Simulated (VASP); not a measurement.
# W (Fm-3m) in VASP: further runs

Runs on W. Level: PBEsol. Tasks: single point, relaxation of cell and atoms.

Program: VASP 6.6.1. These are calculated values, not measurements. Logs are shortened: lines on timing, memory, paths and dates and some standing lists are left out, and cuts for length are marked.

## Step 1: The cell of the first run

It takes space group Fm-3m (No. 225, cubic). The conventional cell has a = 4.018 Å, b = 4.018 Å, c = 4.018 Å, α = 90.00°, β = 90.00°, γ = 90.00°. Within 3.7 Å of W (site symmetry m-3m) lie 12 W at 2.84 Å.

## Step 2: Single point, PBEsol

INCAR reads:

```
SYSTEM = W
  ALGO = Normal
  EDIFF = 1E-7
  ENCUT = 520
  GGA = PS
  ISIF = 2
  ISMEAR = -1
  LASPH = .True.
  LCHARG = .False.
  LREAL = .False.
  LWAVE = .False.
  NBANDS = 13
  NELM = 60
  PREC = Accurate
  SIGMA = 0.05
```

KPOINTS reads:

```
k-points
0
Gamma
  19 19 19
  0 0 0
```

POSCAR reads:

```
W
1.0
    0.0000000000      2.0090314576      2.0090314576
    2.0090314576      0.0000000000      2.0090314576
    2.0090314576      2.0090314576      0.0000000000
W
1
Direct
    0.0000000000      0.0000000000      0.0000000000
```

Potentials or basis: VASP PAW PBE potentials, release 64 (W_sv).

Started as:

```sh
$ cat potpaw_PBE.64/W_sv/POTCAR > POTCAR
$ mpirun -np 1 vasp_std > vasp.out
```

OUTCAR:

```text
SYSTEM = W
   EDIFF = 1E-7
   ENCUT = 520
   GGA = PS
   ISIF = 2
   ISMEAR = -1
   LASPH = .True.
   LREAL = .False.
   NELM = 60
   PREC = Accurate

 ion  position               nearest neighbor table
   1  0.000  0.000  0.000-

  LATTYP: Found a face centered cubic cell.
 ALAT       =     4.0180629152

  Lattice vectors:

 A1 = (   0.0000000000,   2.0090314576,   2.0090314576)
 A2 = (   2.0090314576,   0.0000000000,   2.0090314576)
 A3 = (   2.0090314576,   2.0090314576,   0.0000000000)

Analysis of symmetry for initial positions (statically):
=====================================================================
 Subroutine PRICEL returns:
 Original cell was already a primitive cell.

 Routine SETGRP: Setting up the symmetry group for a
 face centered cubic supercell.

 Subroutine GETGRP returns: Found 48 space group operations
[... 9 lines left out ...]

 Routine SETGRP: Setting up the symmetry group for a
 face centered cubic supercell.

 Subroutine GETGRP returns: Found 48 space group operations
[... 11 lines left out ...]
                                     Primitive cell

  volume of cell :      16.2177

  direct lattice vectors                    reciprocal lattice vectors
     0.000000000  2.009031458  2.009031458    -0.248876143  0.248876143  0.248876143
     2.009031458  0.000000000  2.009031458     0.248876143 -0.248876143  0.248876143
     2.009031458  2.009031458  0.000000000     0.248876143  0.248876143 -0.248876143

  length of vectors
     2.841199535  2.841199535  2.841199535     0.431066124  0.431066124  0.431066124

  position of ions in fractional coordinates (direct lattice)
     0.000000000  0.000000000  0.000000000

  ion indices of the primitive-cell ions
   primitive index   ion index
                 1           1

----------------------------------------------------------------------------------------

 KPOINTS: k-points

Automatic generation of k-mesh.
 Grid dimensions read from file:
 generate k-points for:   19   19   19

 Generating k-lattice:

  Cartesian coordinates                     Fractional coordinates (reciprocal lattice)
    -0.013098744  0.013098744  0.013098744     0.052631579  0.000000000  0.000000000
     0.013098744 -0.013098744  0.013098744     0.000000000  0.052631579  0.000000000
     0.013098744  0.013098744 -0.013098744     0.000000000  0.000000000  0.052631579

  Length of vectors
     0.022687691  0.022687691  0.022687691

  Shift w.r.t. Gamma in fractional coordinates (k-lattice)
     0.000000000  0.000000000  0.000000000

 Subroutine IBZKPT returns following result:
 ===========================================

 Found    220 irreducible k-points:

 Following reciprocal coordinates:
            Coordinates               Weight
  0.000000  0.000000  0.000000      1.000000
  0.052632  0.000000  0.000000      8.000000
  0.105263  0.000000  0.000000      8.000000
  0.157895  0.000000  0.000000      8.000000
  0.210526  0.000000  0.000000      8.000000
  0.263158  0.000000  0.000000      8.000000
[... 16 lines left out ...]
 -0.315789  0.052632  0.000000     24.000000
 -0.263158  0.052632  0.000000     24.000000
 [... further k-points ...]
   k-points           NKPTS =    220   k-points in BZ     NKDIM =    220   number of bands    NBANDS=     13
   number of dos      NEDOS =    301   number of ions     NIONS =      1
   total plane-waves  NPLWV =  13824
   dimension x,y,z NGX =    24 NGY =   24 NGZ =   24
   dimension x,y,z NGXF=    48 NGYF=   48 NGZF=   48
   ions per type =               1
   NGX,Y,Z   is equivalent  to a cutoff of  14.04, 14.04, 14.04 a.u.
   NGXF,Y,Z  is equivalent  to a cutoff of  28.09, 28.09, 28.09 a.u.
 SYSTEM =  W
   PREC   = accura    normal or accurate (medium, high low for compatibility)
   ISTART =      0    job   : 0-new  1-cont  2-samecut
   ICHARG =      2    charge: 1-file 2-atom 10-const
   ISPIN  =      1    spin polarized calculation?
   LNONCOLLINEAR =      F non collinear calculations
   LSORBIT =      F    spin-orbit coupling
   LASPH  =      T    aspherical Exc in radial PAW
   ENCUT  =  520.0 eV  38.22 Ry    6.18 a.u.   5.28  5.28  5.28*2*pi/ulx,y,z
   NELM   =     60;   NELMIN=  2; NELMDL= -5     # of ELM steps
   EDIFF  = 0.1E-06   stopping-criterion for ELM
   LREAL  =      F    real-space projection
   EDIFFG = 0.1E-05   stopping-criterion for IOM
   NSW    =      0    number of steps for IOM
   IBRION =     -1    ionic relax: 0-MD 1-quasi-New 2-CG
   NFREE  =      0    steps in history (QN), initial steepest desc. (CG)
   ISIF   =      2    stress and relaxation
   ISYM   =      2    0-nonsym 1-usesym 2-fastsym
   POTIM  = 0.5000    time-step for ionic-motion
   TEBEG  =    0.0;   TEEND  =   0.0 temperature during run
   PSTRESS=    0.0 pullay stress
   NELECT =      14.0000    total number of electrons
   NUPDOWN=      -1.0000    fix difference up-down
   EMIN   =  10.00;   EMAX   =-10.00  energy-range for DOS
   EFERMI =   0.00;   METHOD = LEGACY
   ISMEAR =    -1;   SIGMA  =   0.05  broadening in eV -4-tet -1-fermi 0-gaus
   EFERMI_NEDOS =   21; number of points for ismear=-14 and -15
   IALGO  =     38    algorithm
   IMIX   =      4    mixing-type and parameters
     AMIX     =   0.40;   BMIX     =  1.00
     AMIX_MAG =   1.60;   BMIX_MAG =  1.00
  volume/ion in A,a.u.               =      16.22       109.44
  Fermi-wavevector in a.u.,A,eV,Ry     =   1.558789  2.945685 33.059767  2.429824
  Thomas-Fermi vector in A             =   2.662243
   LORBIT       =      0    0 simple, 1 ext, 2 COOP (PROOUT), +10 PAW based schemes
   GGA     = PS    functional components
   LHFCALC =     F    Hartree Fock is set to
   AEXX    =    0.0000 exact exchange contribution
   IVDW    =     0    specifies the selected vdW correction
   LEPSILON=     F    determine dielectric tensor
   LRPA    =     F    only Hartree local field effects (RPA)
 non-spin polarized calculation
  energy-cutoff  :      520.00
  volume of cell :       16.22
 maximum number of plane-waves:       448
 NGX is ok and might be reduce to    24
   NGX = 11   NGY = 11   NGZ = 11

 number of electron      14.0000001 magnetization

 Free energy of the ion-electron system (eV)
  ---------------------------------------------------
  ext. energy  EPLUGINS =         0.00000000
  ---------------------------------------------------
  free energy    TOTEN  =       -13.31254029 eV

  energy without entropy =      -13.30211531  energy(sigma->0) =      -13.30732780

 E-fermi :  10.4790     XC(G=0): -13.6218

 val. band max:       10.4789320758   @ k =  -0.4211   0.1579   0.0000
 cond. band min:      10.4795538236   @ k =  -0.4211   0.1053   0.0000
 fundamental gap:      0.0006217478
 Fermi energy:        10.4789794366

 k-point     1 :       0.0000    0.0000    0.0000
  band No.  band energies     occupation
      1     -63.1207      2.00000
      2     -26.7321      2.00000
      3     -26.7321      2.00000
      4     -26.7321      2.00000
      5       1.4128      2.00000
      6       9.9072      1.99998
      7       9.9072      1.99998
      8       9.9072      1.99998
      9      13.0778      0.00000
     10      13.0778      0.00000
     11      23.3227      0.00000
     12      28.5625      0.00000
     13      28.5625      0.00000

 k-point     2 :       0.0526    0.0000    0.0000
  band No.  band energies     occupation
      1     -63.1177      2.00000
      2     -26.7670      2.00000
      3     -26.7366      2.00000
      4     -26.7366      2.00000
      5       1.5371      2.00000
      6       9.8096      2.00000
      7       9.9658      1.99993
      8       9.9658      1.99993
      9      13.0226      0.00000
     10      13.0226      0.00000
     11      23.5742      0.00000
     12      27.9994      0.00000
     13      28.7961      0.00000

 k-point     3 :       0.1053    0.0000    0.0000
  band No.  band energies     occupation
      1     -63.1090      2.00000
      2     -26.8671      2.00000
      3     -26.7493      2.00000
      4     -26.7493      2.00000
      5       1.8977      2.00000
      6       9.5544      2.00000
      7      10.1215      1.99843
      8      10.1215      1.99843
      9      12.8937      0.00000
     10      12.8937      0.00000
     11      24.2587      0.00000
     12      26.9064      0.00000
     13      29.4752      0.00000

 k-point     4 :       0.1579    0.0000    0.0000
  band No.  band energies     occupation
      1     -63.0954      2.00000
      2     -27.0194      2.00000
      3     -26.7690      2.00000
      4     -26.7690      2.00000
      5       2.4557      2.00000
      6       9.2355      2.00000
      7      10.3035      1.94187
      8      10.3035      1.94187
      9      12.8000      0.00000
     10      12.8000      0.00000
     11      24.9036      0.00000
     12      26.1499      0.00000
     13      30.5446      0.00000

 k-point     5 :       0.2105    0.0000    0.0000
  band No.  band energies     occupation
      1     -63.0785      2.00000
      2     -27.2050      2.00000
      3     -26.7934      2.00000
      4     -26.7934      2.00000
      5       3.1373      2.00000
      6       8.9754      2.00000
      7      10.3918      1.70239
      8      10.3918      1.70239
      9      12.9010      0.00000
     10      12.9010      0.00000
     11      24.2592      0.00000
     12      26.8862      0.00000
     13      31.9320      0.00000
[... 257 lines left out ...]
 k-point    22 :      -0.3684    0.0526    0.0000
  band No.  band energies     occupation
      1     -63.0206      2.00000
      2     -27.7848      2.00000
      3     -26.9080      2.00000
      4     -26.8673      2.00000
      5       4.8252      2.00000
      6       9.7139      2.00000
      7       9.9339      1.99996
      8       9.9597      1.99994
      9      14.4428      0.00000
     10      15.3401      0.00000
     11      21.8305      0.00000
     12      24.7248      0.00000
     13      30.1983      0.00000

 k-point    23 :      -0.3158    0.0526    0.0000
  band No.  band energies     occupation
      1     -63.0348      2.00000
      2     -27.6424      2.00000
      3     -26.8907      2.00000
      4     -26.8432      2.00000
      5       4.5950      2.00000
      6       9.2381      2.00000
      7       9.9712      1.99992
      8      10.1267      1.99826
      9      13.6899      0.00000
     10      14.6989      0.00000
     11      22.5212      0.00000
     12      26.2415      0.00000
     13      31.3997      0.00000

 k-point    24 :      -0.2632    0.0526    0.0000
  band No.  band energies     occupation
      1     -63.0520      2.00000
      2     -27.4666      2.00000
      3     -26.8669      2.00000
      4     -26.8164      2.00000
      5       4.1302      2.00000
      6       8.8627      2.00000
      7      10.1922      1.99356
      8      10.3405      1.88193
      9      13.0006      0.00000
     10      14.0337      0.00000
     11      23.2916      0.00000
     12      27.4558      0.00000
     13      32.3489      0.00000

 [... further k-points ...]
[... 5 lines left out ...]
  --------------------------------------------------------------------------------------
  -------------------------------------------------------------------------------------
  Total       -0.4071282     -0.4071282     -0.4071282     -0.0000000     -0.0000000     -0.0000000
  in kB      -40.2208796    -40.2208796    -40.2208796     -0.0000000     -0.0000000     -0.0000000
  external PRESSURE =     -40.2208796 kB  Pullay stress =       0.0000000 kB

 VOLUME and BASIS-vectors are now :
 -----------------------------------------------------------------------------
  energy-cutoff  :      520.00
  volume of cell :       16.22
      direct lattice vectors                 reciprocal lattice vectors
     0.000000000  2.009031458  2.009031458    -0.248876143  0.248876143  0.248876143
     2.009031458  0.000000000  2.009031458     0.248876143 -0.248876143  0.248876143
     2.009031458  2.009031458  0.000000000     0.248876143  0.248876143 -0.248876143

 POSITION                                       TOTAL-FORCE (eV/Angst)
 -----------------------------------------------------------------------------------
      0.00000      0.00000      0.00000         0.000000      0.000000      0.000000
 -----------------------------------------------------------------------------------
    total drift:                               -0.000000      0.000000     -0.000000

  FREE ENERGIE OF THE ION-ELECTRON SYSTEM (eV)
  ---------------------------------------------------
  free  energy   TOTEN  =       -13.3125402934 eV

  energy  without entropy=      -13.3021153140  energy(sigma->0) =      -13.30732780
```

Run time: 23 s. Hardware: 1 thread of AMD EPYC 9R45 (Zen 5), shared host; peak memory 0.14 GiB.

Results:

```
Free energy            : -13.3125 eV
Pressure               : -4.0 GPa
Band gap on the k mesh : zero (band 7 reaches 13.47 eV, above the bottom of band 8 at 9.91 eV)
```

Caveat: the PAW data sets were made with another functional, which shifts forces and pressure a little; spin-orbit coupling is left out, which moves the levels of the heavy elements.

## Step 3: Relaxation of cell and atoms, PBEsol

This run uses another cell than the first one, of 16.73 Å³/atom, 1.032 times its volume.

INCAR reads:

```
ALGO     = Normal         # electronic algorithm
EDIFF    = 1E-7           # SCF threshold, eV
EDIFFG   = -0.01          # ionic threshold
ENCUT    = 600            # plane-wave cutoff, eV
GGA      = PS             # functional
IBRION   = 2              # ionic algorithm
ISIF     = 3              # what is computed and relaxed
ISMEAR   = -1             # smearing method
LASPH    = True           # aspherical terms in the spheres
LCHARG   = False          # write CHGCAR
LREAL    = False          # projectors in reciprocal space
LWAVE    = False          # write WAVECAR
NELM     = 80             # most SCF steps
NSW      = 60             # ionic steps
PREC     = Accurate       # precision mode
SIGMA    = 0.05           # smearing width, eV
```

KPOINTS reads:

```
k-points
0
Gamma
  18 18 18
```

POSCAR reads:

```
W
1.0
    0.0000000000      2.0300000000      2.0300000000
    2.0300000000      0.0000000000      2.0300000000
    2.0300000000      2.0300000000      0.0000000000
W
1
Direct
    0.0000000000      0.0000000000      0.0000000000
```

Potentials or basis: VASP PAW PBE potentials, release 64 (W_sv).

Started as:

```sh
$ cat potpaw_PBE.64/W_sv/POTCAR > POTCAR
$ mpirun -np 1 vasp_std > vasp.out
```

OUTCAR:

```text
EDIFF = 1E-7
   EDIFFG = -0.01
   ENCUT = 600
   GGA = PS
   IBRION = 2
   ISIF = 3
   ISMEAR = -1
   LASPH = True
   LREAL = False
   NELM = 80
   NSW = 60
   PREC = Accurate

 ion  position               nearest neighbor table
   1  0.000  0.000  0.000-

  LATTYP: Found a face centered cubic cell.
 ALAT       =     4.0600000000

  Lattice vectors:

 A1 = (   0.0000000000,   2.0300000000,   2.0300000000)
 A2 = (   2.0300000000,   0.0000000000,   2.0300000000)
 A3 = (   2.0300000000,   2.0300000000,   0.0000000000)

Analysis of symmetry for initial positions (statically):
=====================================================================
 Subroutine PRICEL returns:
 Original cell was already a primitive cell.

 Routine SETGRP: Setting up the symmetry group for a
 face centered cubic supercell.

 Subroutine GETGRP returns: Found 48 space group operations
[... 9 lines left out ...]

 Routine SETGRP: Setting up the symmetry group for a
 face centered cubic supercell.

 Subroutine GETGRP returns: Found 48 space group operations
[... 11 lines left out ...]
                                     Primitive cell

  volume of cell :      16.7309

[... 142 lines left out ...]
  Total       -1.2643167     -1.2643167     -1.2643167      0.0000000     -0.0000000      0.0000000
  in kB     -121.0732944   -121.0732944   -121.0732944      0.0000000     -0.0000000      0.0000000
  external PRESSURE =    -121.0732944 kB  Pullay stress =       0.0000000 kB
[... 197 lines left out ...]
--------------------------------------- Ionic step        7  -------------------------------------------

 number of electron      14.0000000 magnetization

 Free energy of the ion-electron system (eV)
  ---------------------------------------------------
  ext. energy  EPLUGINS =         0.00000000
  ---------------------------------------------------
  free energy    TOTEN  =       -13.31545498 eV

  energy without entropy =      -13.30503244  energy(sigma->0) =      -13.31024371

 E-fermi :  10.6427     XC(G=0): -13.6930

 val. band max:       10.6408760788   @ k =   0.5000   0.1111   0.0000
 cond. band min:      10.6530985084   @ k =  -0.2778   0.1111   0.0000
 fundamental gap:      0.0122224296
 Fermi energy:        10.6427440232

 k-point     1 :       0.0000    0.0000    0.0000
  band No.  band energies     occupation
      1     -62.9303      2.00000
      2     -26.5238      2.00000
      3     -26.5238      2.00000
      4     -26.5238      2.00000
      5       1.5220      2.00000
      6      10.0618      1.99998
      7      10.0618      1.99998
      8      10.0618      1.99998
      9      13.2892      0.00000
     10      13.2892      0.00000
     11      23.5127      0.00000
[... 309 lines left out ...]
 k-point    24 :      -0.2222    0.0556    0.0000
  band No.  band energies     occupation
      1     -62.8720      2.00000
      2     -27.1396      2.00000
      3     -26.6455      2.00000
      4     -26.5898      2.00000
      5       3.7878      2.00000
      6       8.9493      2.00000
      7      10.4815      1.92345
      8      10.6338      1.08908
      9      12.7823      0.00000
     10      13.8540      0.00000
     11      24.1959      0.00000

 [... further k-points ...]
[... 5 lines left out ...]
  --------------------------------------------------------------------------------------
  -------------------------------------------------------------------------------------
  Total        0.0003774      0.0003774      0.0003774      0.0000000      0.0000000      0.0000000
  in kB        0.0377491      0.0377491      0.0377491      0.0000000      0.0000000      0.0000000
  external PRESSURE =       0.0377491 kB  Pullay stress =       0.0000000 kB
[... 16 lines left out ...]
  FREE ENERGIE OF THE ION-ELECTRON SYSTEM (eV)
  ---------------------------------------------------
  free  energy   TOTEN  =       -13.3154549836 eV

  energy  without entropy=      -13.3050324442  energy(sigma->0) =      -13.31024371

 reached required accuracy - stopping structural energy minimisation
```

It took 79 s on 1 thread of AMD EPYC 9R45 (Zen 5), shared host; peak memory 0.15 GiB.

Results:

```
Free energy                            : -13.3155 eV
Relaxed volume                         : 16.02 Å³/atom
Relaxed cell                           : a = 2.829 Å, b = 2.829 Å, c = 2.829 Å, α = 60.00°, β = 60.00°, γ = 60.00°
Space group after relaxing (to 0.05 Å) : Fm-3m (No. 225)
Energy gained by relaxing              : 28.0 meV/atom
Ionic steps                            : 7
Pressure after relaxing                : 0.0 GPa
Band gap on the k mesh                 : zero (band 7 reaches 13.86 eV, above the bottom of band 8 at 10.06 eV)
```

Step by step:
```tsv
step	energy change (eV)	largest force (eV/Å)	pressure (GPa)	volume (Å³)
1	0.0000	0.0000	-12.11	16.73
2	0.3238	0.0000	58.49	13.85
3	-0.0278	0.0000	-0.89	16.06
4	-0.0280	0.0000	-0.14	16.02
5	-0.0280	0.0000	0.12	16.01
6	-0.0280	0.0000	-0.30	16.03
7	-0.0280	0.0000	0.00	16.02
```

Final structure:
```yaml
crystal:
  lattice:
    - [0.00000, 2.00066, 2.00066]
    - [2.00066, 0.00000, 2.00066]
    - [2.00066, 2.00066, 0.00000]
  atoms:
    - { symbol: W, position: [0.00000, 0.00000, 0.00000] }
```

Levels at points of the mesh, in eV from the Fermi level:
| k point | band 4 | band 5 | band 6 | band 7 | band 8 | band 9 | band 10 | band 11 |
| --- | --- | --- | --- | --- | --- | --- | --- | --- |
| (0.00, 0.00, 0.00) | -37.17 | -9.12 | -0.58 | -0.58 | -0.58 | 2.65 | 2.65 | 12.87 |
| (0.50, 0.00, 0.00) | -37.33 | -5.73 | -0.82 | -0.82 | 0.74 | 5.23 | 5.23 | 10.66 |
| (0.50, 0.50, 0.00) | -37.62 | -5.66 | -4.66 | 3.22 | 5.19 | 6.00 | 6.00 | 11.96 |

Caveat: the PAW data sets were made with another functional, which shifts forces and pressure a little; spin-orbit coupling is left out, which moves the levels of the heavy elements.
